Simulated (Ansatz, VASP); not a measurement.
## SiGe: VASP beside Ansatz

```
CELL_PARAMETERS angstrom
3.87932 0.00000 0.00000
-1.93966 3.35959 0.00000
0.00000 0.00000 5.85350
ATOMIC_POSITIONS crystal
Si 0.66667 0.33333 0.87450
Si 0.33333 0.66667 0.37450
Ge 0.66667 0.33333 0.50050
Ge 0.33333 0.66667 0.00050
```

Alike in both runs: task single point; functional LDA; k mesh 12 × 12 × 6; occupations gaussian, width 0.03 eV; no spin polarisation.

|  | VASP | Ansatz |
| --- | --- | --- |
| version | VASP 6.6.1 | Ansatz 0.2.0 |
| potentials or method | VASP PAW LDA potentials, release 64 (Si, Ge_d), cutoff 520 eV | scalar-relativistic, plane waves, PAW |
| valence electrons in the cell | 36 | 36 |

VASP gave:

```
gap on the k mesh at the Fermi level (eV)                     : none
pressure (GPa)                                                : 10.2
traceless stress, the component that is largest in VASP (GPa) : 18.65
rms of the force components (eV/Å)                            : 0.941
```

Problem. Which values does Ansatz return?

Solution. gap on the k mesh at the Fermi level (eV): none; pressure (GPa): 10.1; traceless stress, the component that is largest in VASP (GPa): 18.62; rms of the force components (eV/Å): 0.940.

Ansatz warns that its potentials were made for another functional, while VASP's fit it. LDA's correlation is that of Perdew and Zunger in VASP and of Perdew and Wang (1992) in Ansatz. Atom by atom the forces differ by 0.001 eV/Å (rms over components). A gap of «none» marks a metal or a gap that the smearing closes.
